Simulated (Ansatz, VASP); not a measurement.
Os in VASP and in Ansatz

```
Os
1.0
     0.00000    1.94500    1.94500
     1.94500    0.00000    1.94500
     1.94500    1.94500    0.00000
Os
1
Direct
  0.00000 0.00000 0.00000
```

Alike in both runs: task single point; functional LDA; k mesh 8 × 8 × 8; occupations gaussian, width 0.1 eV; no spin polarisation.

```csv
,VASP,Ansatz
version,VASP 6.6.1,Ansatz 0.2.0
potentials or method,"VASP PAW LDA potentials, release 64 (Os), cutoff 600 eV","scalar-relativistic, plane waves, PAW"
valence electrons in the cell,8,16
```

```tsv
	VASP	Ansatz	Ansatz less VASP
gap on the k mesh at the Fermi level (eV)	none	none	-
pressure (GPa)	-25.0	-25.7	-0.66
```

LDA's correlation is that of Perdew and Zunger in VASP and of Perdew and Wang (1992) in Ansatz. A gap of «none» marks a metal or a gap that the smearing closes. VASP's potentials hold 8 valence electrons a cell and Ansatz's 16, so a difference there can come from the potentials and not from the codes.

Neither program's run includes spin-orbit coupling.
